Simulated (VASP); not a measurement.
# TaMo3 (P4/mmm) in VASP: further runs

The runs below take TaMo3 through single point, relaxation of cell and atoms, with PBE.

Everything below comes from runs of VASP 6.6.1. Logs are shortened: lines on timing, memory, paths and dates and some standing lists are left out, and cuts for length are marked.

## Step 1: The cell of the first run

Symmetry: P4/mmm, No. 123, tetragonal system. The conventional cell has a = 4.519 Å, b = 4.519 Å, c = 3.196 Å, α = 90.00°, β = 90.00°, γ = 90.00°. Within 3.6 Å of Ta (site symmetry 4/mmm) lie 12 Mo at 2.77 to 3.20 Å and 2 Ta at 3.20 Å. Mo (site symmetry 4/mmm) has 10 Mo at 2.77 to 3.20 Å and 4 Ta at 3.20 Å within 3.6 Å. Within 3.6 Å of Mo (site symmetry mmm) lie 4 Ta at 2.77 Å and 10 Mo at 2.77 to 3.20 Å.

## Step 2: Single point, PBE

INCAR

```
SYSTEM = TaMo3
ALGO = Fast
EDIFF = 1E-7
ENCUT = 520
GGA = PE
ISIF = 2
ISMEAR = 0
LASPH = .TRUE.
LCHARG = .TRUE.
LELF = .TRUE.
LREAL = .FALSE.
LVHAR = .TRUE.
LWAVE = .FALSE.
NBANDS = 34
NELM = 100
PREC = Accurate
SIGMA = 0.1
```

KPOINTS

```
k-points
0
G
  4 4 6
  0 0 0
```

POSCAR

```
TaMo3
1.0
    4.5193478689      0.0000000000      0.0000000000
    0.0000000000      4.5193478689      0.0000000000
    0.0000000000      0.0000000000      3.1960333608
Ta Mo
1 3
Direct
    0.5000000000      0.5000000000      0.0000000000
    0.0000000000      0.0000000000      0.0000000000
    0.5000000000      0.0000000000      0.5000000000
    0.0000000000      0.5000000000      0.5000000000
```

Potentials or basis: VASP PAW PBE potentials, release 64 (Ta_pv, Mo_sv).

On the command line:

```bash
$ cat potpaw_PBE.64/Ta_pv/POTCAR potpaw_PBE.64/Mo_sv/POTCAR > POTCAR
$ mpirun -np 1 vasp_std > vasp.out
```

OUTCAR:

```text
SYSTEM = TaMo3
   EDIFF = 1E-7
   ENCUT = 520
   GGA = PE
   ISIF = 2
   ISMEAR = 0
   LASPH = .TRUE.
   LREAL = .FALSE.
   NELM = 100
   PREC = Accurate

 ion  position               nearest neighbor table
   1  0.500  0.500  0.000-   3 2.77   4 2.77   3 2.77   4 2.77   3 2.77   3 2.77   4 2.77   4 2.77
                             2 3.20   2 3.20   2 3.20   2 3.20
   2  0.000  0.000  0.000-   3 2.77   4 2.77   3 2.77   4 2.77   4 2.77   4 2.77   3 2.77   3 2.77
                             1 3.20   1 3.20   1 3.20   1 3.20
   3  0.500  0.000  0.500-   1 2.77   2 2.77   1 2.77   2 2.77   1 2.77   1 2.77   2 2.77   2 2.77
                             4 3.20   4 3.20   4 3.20   4 3.20
   4  0.000  0.500  0.500-   1 2.77   2 2.77   1 2.77   2 2.77   2 2.77   2 2.77   1 2.77   1 2.77
                             3 3.20   3 3.20   3 3.20   3 3.20

  LATTYP: Found a simple tetragonal cell.
 ALAT       =     4.5193478689
 C/A-ratio  =     0.7071890577

  Lattice vectors:

 A1 = (   4.5193478689,   0.0000000000,   0.0000000000)
 A2 = (   0.0000000000,   4.5193478689,   0.0000000000)
 A3 = (   0.0000000000,   0.0000000000,   3.1960333608)

Analysis of symmetry for initial positions (statically):
=====================================================================
 Subroutine PRICEL returns:
 Original cell was already a primitive cell.

 Routine SETGRP: Setting up the symmetry group for a
 simple tetragonal supercell.

 Subroutine GETGRP returns: Found 16 space group operations
 (whereof 16 operations were pure point group operations)
 out of a pool of 16 trial point group operations.

The static configuration has the point symmetry D_4h.

Analysis of symmetry for dynamics (positions and initial velocities):
=====================================================================
 Subroutine PRICEL returns:
 Original cell was already a primitive cell.

 Routine SETGRP: Setting up the symmetry group for a
 simple tetragonal supercell.

 Subroutine GETGRP returns: Found 16 space group operations
 (whereof 16 operations were pure point group operations)
 out of a pool of 16 trial point group operations.

The dynamic configuration has the point symmetry D_4h.

 Subroutine INISYM returns: Found 16 space group operations
 (whereof 16 operations are pure point group operations),
 and found     1 'primitive' translations

[... 97 lines left out ...]
   EDIFF  = 0.1E-06   stopping-criterion for ELM
   LREAL  =      F    real-space projection
   EDIFFG = 0.1E-05   stopping-criterion for IOM
   NSW    =      0    number of steps for IOM
   IBRION =     -1    ionic relax: 0-MD 1-quasi-New 2-CG
   NFREE  =      0    steps in history (QN), initial steepest desc. (CG)
   ISIF   =      2    stress and relaxation
   ISYM   =      2    0-nonsym 1-usesym 2-fastsym
   POTIM  = 0.5000    time-step for ionic-motion
   TEBEG  =    0.0;   TEEND  =   0.0 temperature during run
   PSTRESS=    0.0 pullay stress
   NELECT =      53.0000    total number of electrons
   NUPDOWN=      -1.0000    fix difference up-down
   EMIN   =  10.00;   EMAX   =-10.00  energy-range for DOS
   EFERMI =   0.00;   METHOD = LEGACY
   ISMEAR =     0;   SIGMA  =   0.10  broadening in eV -4-tet -1-fermi 0-gaus
   EFERMI_NEDOS =   21; number of points for ismear=-14 and -15
   IALGO  =     68    algorithm
   IMIX   =      4    mixing-type and parameters
     AMIX     =   0.40;   BMIX     =  1.00
     AMIX_MAG =   1.60;   BMIX_MAG =  1.00
  volume/ion in A,a.u.               =      16.32       110.13
  Fermi-wavevector in a.u.,A,eV,Ry     =   1.527258  2.886100 31.735835  2.332518
  Thomas-Fermi vector in A             =   2.635179
   LORBIT       =      0    0 simple, 1 ext, 2 COOP (PROOUT), +10 PAW based schemes
   GGA     = PE    functional components
   LHFCALC =     F    Hartree Fock is set to
   AEXX    =    0.0000 exact exchange contribution
   IVDW    =     0    specifies the selected vdW correction
   LEPSILON=     F    determine dielectric tensor
   LRPA    =     F    only Hartree local field effects (RPA)
 non-spin polarized calculation
 RMM-DIIS sequential band-by-band and
 Gauss-broadening in eV      SIGMA  =   0.10
  energy-cutoff  :      520.00
  volume of cell :       65.28
 maximum number of plane-waves:      1796
 NGX is ok and might be reduce to    36
   NGX = 17   NGY = 17   NGZ = 11

 number of electron      53.0000005 magnetization

 Free energy of the ion-electron system (eV)
  ---------------------------------------------------
  ext. energy  EPLUGINS =         0.00000000
  ---------------------------------------------------
  free energy    TOTEN  =       -45.07176483 eV

  energy without entropy =      -45.06072110  energy(sigma->0) =      -45.06624296

 E-fermi :  10.4069     XC(G=0): -13.1433

 val. band max:       10.3975474887   @ k =   0.5000   0.5000   0.0000
 cond. band min:      10.4205397699   @ k =   0.5000   0.2500   0.5000
 fundamental gap:      0.0229922812
 Fermi energy:        10.4068784053

 k-point     1 :       0.0000    0.0000    0.0000
  band No.  band energies     occupation
      1     -50.5081      2.00000
      2     -50.1608      2.00000
      3     -50.1360      2.00000
      4     -25.0447      2.00000
      5     -25.0447      2.00000
      6     -24.6603      2.00000
[... 877 lines left out ...]
     33      12.9801      0.00000
     34      14.2855      0.00000

------------------------ aborting loop because EDIFF is reached ----------------------------------------

  FORCE on cell =-STRESS in cart. coord.  units (eV):
  Direction    XX          YY          ZZ          XY          YZ          ZX
  --------------------------------------------------------------------------------------
  -------------------------------------------------------------------------------------
  Total       -0.3336874     -0.3336874      0.9017969      0.0000000      0.0000000      0.0000000
  in kB       -8.1900688     -8.1900688     22.1338243      0.0000000      0.0000000      0.0000000
  external PRESSURE =       1.9178956 kB  Pullay stress =       0.0000000 kB

 VOLUME and BASIS-vectors are now :
 -----------------------------------------------------------------------------
  energy-cutoff  :      520.00
  volume of cell :       65.28
      direct lattice vectors                 reciprocal lattice vectors
     4.519347869  0.000000000  0.000000000     0.221270862  0.000000000  0.000000000
     0.000000000  4.519347869  0.000000000     0.000000000  0.221270862  0.000000000
     0.000000000  0.000000000  3.196033361     0.000000000  0.000000000  0.312887848

 POSITION                                       TOTAL-FORCE (eV/Angst)
 -----------------------------------------------------------------------------------
      2.25967      2.25967      0.00000         0.000000      0.000000      0.000000
      0.00000      0.00000      0.00000         0.000000      0.000000      0.000000
      2.25967      0.00000      1.59802         0.000000      0.000000      0.000000
      0.00000      2.25967      1.59802         0.000000      0.000000      0.000000
 -----------------------------------------------------------------------------------
    total drift:                                0.000000      0.000000      0.000000

  FREE ENERGIE OF THE ION-ELECTRON SYSTEM (eV)
  ---------------------------------------------------
  free  energy   TOTEN  =       -45.0717648293 eV

  energy  without entropy=      -45.0607211005  energy(sigma->0) =      -45.06624296
```

OSZICAR:

```text
N       E                     dE             d eps       ncg     rms          rms(c)
DAV:   1     0.606028056117E+03    0.60603E+03   -0.31251E+04  1640   0.163E+03
DAV:   2    -0.246189090778E+02   -0.63065E+03   -0.61659E+03  1814   0.514E+02
DAV:   3    -0.471815718298E+02   -0.22563E+02   -0.21950E+02  2096   0.911E+01
DAV:   4    -0.475603438039E+02   -0.37877E+00   -0.37642E+00  1888   0.109E+01
DAV:   5    -0.475668828889E+02   -0.65391E-02   -0.65274E-02  2142   0.128E+00    0.284E+01
RMM:   6    -0.455085092929E+02    0.20584E+01   -0.52823E+00  1683   0.135E+01    0.979E+00
RMM:   7    -0.452707642715E+02    0.23775E+00   -0.18962E+00  1728   0.680E+00    0.430E+00
RMM:   8    -0.450980558626E+02    0.17271E+00   -0.77884E-01  1872   0.397E+00    0.227E+00
RMM:   9    -0.450723237791E+02    0.25732E-01   -0.14113E-01  1927   0.168E+00    0.130E+00
RMM:  10    -0.450715818726E+02    0.74191E-03   -0.31127E-02  2040   0.975E-01    0.207E-01
RMM:  11    -0.450717061530E+02   -0.12428E-03   -0.63296E-03  2144   0.360E-01    0.955E-02
RMM:  12    -0.450717583292E+02   -0.52176E-04   -0.90400E-04  2206   0.151E-01    0.381E-02
RMM:  13    -0.450717633297E+02   -0.50005E-05   -0.16149E-04  2258   0.630E-02    0.135E-02
RMM:  14    -0.450717643360E+02   -0.10063E-05   -0.24080E-05  2073   0.323E-02    0.551E-03
RMM:  15    -0.450717641340E+02    0.20198E-06   -0.74263E-06  2267   0.151E-02    0.135E-03
RMM:  16    -0.450717645706E+02   -0.43656E-06   -0.12547E-06  1847   0.714E-03    0.844E-04
RMM:  17    -0.450717647677E+02   -0.19709E-06   -0.32820E-07  1435   0.328E-03    0.289E-04
RMM:  18    -0.450717648293E+02   -0.61603E-07   -0.74117E-08  1276   0.137E-03
   1 F= -.45071765E+02 E0= -.45066243E+02  d E =-.110437E-01
```

Run time: 39 s. Hardware: 1 thread of Intel Xeon 6975P-C, shared host; peak memory 0.2 GiB.

What came out:

```
Free energy : -45.0718 eV
Pressure    : 0.2 GPa
```

Levels at points of the mesh, in eV from the Fermi level:
```csv
k point,band 23,band 24,band 25,band 26,band 27,band 28,band 29,band 30,band 31,band 32
"(0.00, 0.00, 0.00)",-0.73,-0.70,-0.70,1.73,1.73,1.85,1.97,2.16,2.56,3.10
"(0.50, 0.00, 0.00)",-1.64,-1.26,-0.93,-0.45,-0.02,0.53,1.27,1.29,1.37,2.00
"(0.50, 0.50, 0.00)",-1.78,-0.38,-0.26,-0.26,-0.25,-0.24,-0.01,-0.01,1.00,1.18
"(0.00, 0.00, 0.50)",-2.06,-2.04,-1.97,-0.25,-0.25,0.36,0.36,1.18,2.07,2.68
"(0.50, 0.00, 0.50)",-2.23,-1.47,-1.40,-1.35,-0.96,1.50,1.55,2.39,2.57,2.69
"(0.50, 0.50, 0.50)",-2.58,1.71,1.74,1.74,1.74,1.84,2.16,2.16,2.17,2.57
```

Caveat: spin-orbit coupling is left out, which moves the levels of the heavy elements.

## Step 3: Single point, PBE

INCAR

```
SYSTEM = TaMo3
PREC = Accurate
ENCUT = 520
EDIFF = 1E-6
ISMEAR = 0
SIGMA = 0.1
LREAL = .FALSE.
LASPH = .TRUE.
NELM = 60
ALGO = Fast
ISIF = 2
LWAVE = .FALSE.
LCHARG = .TRUE.
GGA = PE
LELF = .TRUE.
LVHAR = .TRUE.
NBANDS = 34
```

KPOINTS

```
Automatic mesh
0
G
  4 4 6
  0 0 0
```

POSCAR

```
TaMo3
1.0
    4.5048966377      0.0000000000      0.0000000000
    0.0000000000      4.5048966377      0.0000000000
    0.0000000000      0.0000000000      3.2136630130
Ta Mo
1 3
Direct
    0.5000000000      0.5000000000      0.0000000000
    0.0000000000      0.0000000000      0.0000000000
    0.5000000000      0.0000000000      0.5000000000
    0.0000000000      0.5000000000      0.5000000000
```

Potentials or basis: VASP PAW PBE potentials, release 64 (Ta_pv, Mo_sv).

On the command line:

```bash
$ cat potpaw_PBE.64/Ta_pv/POTCAR potpaw_PBE.64/Mo_sv/POTCAR > POTCAR
$ mpirun -np 1 vasp_std > vasp.out
```

Run time: 35 s. Hardware: 1 thread of Intel Xeon 6975P-C, shared host; peak memory 0.2 GiB.

Results (log left out):

```
Free energy : -45.0752 eV
Pressure    : 0.4 GPa
```

Levels at points of the mesh, in eV from the Fermi level:
| k point | band 25 | band 26 | band 27 | band 28 | band 29 | band 30 |
| --- | --- | --- | --- | --- | --- | --- |
| (0.00, 0.00, 0.00) | -0.63 | 1.81 | 1.81 | 1.95 | 1.96 | 2.27 |
| (0.50, 0.00, 0.00) | -0.88 | -0.47 | -0.04 | 0.58 | 1.30 | 1.32 |
| (0.50, 0.50, 0.00) | -0.28 | -0.27 | -0.21 | -0.21 | -0.03 | -0.03 |
| (0.00, 0.00, 0.50) | -1.97 | -0.18 | -0.18 | 0.43 | 0.43 | 1.24 |
| (0.50, 0.00, 0.50) | -1.39 | -1.34 | -0.95 | 1.55 | 1.59 | 2.45 |
| (0.50, 0.50, 0.50) | 1.75 | 1.75 | 1.75 | 1.86 | 2.11 | 2.14 |

Caveat: spin-orbit coupling is left out, which moves the levels of the heavy elements.

(Continued in part 2 of 2.)
